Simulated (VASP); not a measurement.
Input of a VASP 6.6.1 run:

The input INCAR:

```
SYSTEM = ScTe2
ALGO = Normal ; EDIFF = 1E-7
ENCUT = 520 ; GGA = PE
ISIF = 2 ; ISMEAR = 0
LASPH = .True. ; LCHARG = .True.
LELF = .True. ; LREAL = .False.
LVHAR = .True. ; LWAVE = .False.
NBANDS = 18 ; NELM = 100
PREC = Accurate ; SIGMA = 0.05
```

The input KPOINTS:

```
k-points
0
Gamma
  8 8 8
  0 0 0
```

The input POSCAR:

```
ScTe2
1.0
    0.0000000000      3.5388600397      3.5388600397
    3.5388600397      0.0000000000      3.5388600397
    3.5388600397      3.5388600397      0.0000000000
Sc Te
1 2
Direct
    0.0000000000      0.0000000000      0.0000000000
    0.2500000000      0.2500000000      0.2500000000
    0.7500000000      0.7500000000      0.7500000000
```

Potentials or basis: VASP PAW PBE potentials, release 64 (Sc_sv, Te).

Launch:

```sh
$ cat potpaw_PBE.64/Sc_sv/POTCAR potpaw_PBE.64/Te/POTCAR > POTCAR
$ mpirun -np 1 vasp_std > vasp.out
```

Problem. What does it give for the band gap on the k mesh?

Solution. Zero (an odd number of electrons rules out a gap without spin polarisation).

Problem. What does it give for the pressure?

Solution. 1.1 GPa.

Caveat: spin-orbit coupling is left out, which moves the levels of the heavy elements.
